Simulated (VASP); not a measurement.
**Cd2HgSe3: single point with PBE**

The system is Cd2HgSe3.

```xyz
6
Lattice="4.3990 0.0000 0.0000 -2.1995 3.8096 0.0000 0.0000 0.0000 10.7576" Properties=species:S:1:pos:R:3 pbc="T T T"
Cd    0.0000    0.0000    0.0159
Cd    2.1995    1.2699    3.5826
Hg    0.0000    2.5397    7.1660
Se    2.1995    1.2699    0.8942
Se    0.0000    2.5397    4.4584
Se    0.0000    0.0000    8.0875
```

- Program: VASP 6.6.1
- Task: single point
- Functional: PBE
- Potentials or basis: VASP PAW PBE potentials, release 64 (Cd, Hg, Se)
- Cutoff: 520 eV
- k mesh: 12 × 12 × 4
- Occupations: gaussian, width 0.1 eV
- Spin: no spin polarisation

```
Pressure               : 0.2 GPa
Band gap on the k mesh : zero (filled and empty bands touch)
```

Levels at points of the mesh, in eV from the Fermi level:
```tsv
k point	band 24	band 25	band 26	band 27	band 28	band 29	band 30	band 31
(0.00, 0.00, 0.00)	-0.65	-0.21	-0.12	-0.07	-0.07	1.63	2.00	5.67
(0.50, 0.00, 0.00)	-1.72	-1.53	-1.23	-1.05	2.37	2.96	3.09	3.36
(0.00, 0.00, 0.50)	-0.47	-0.47	-0.16	-0.16	0.96	1.50	1.90	5.32
(0.50, 0.00, 0.50)	-1.73	-1.62	-0.84	-0.84	1.69	3.21	3.31	4.01
```

It took 4.2 min on 1 thread of Intel(R) Xeon(R) 6975P-C (Granite Rapids), with other jobs on the host, peak memory 0.59 GiB.

Caveat: semilocal functionals underestimate gaps, so a narrow gap can read as zero; spin-orbit coupling is left out, which moves the levels of the heavy elements.
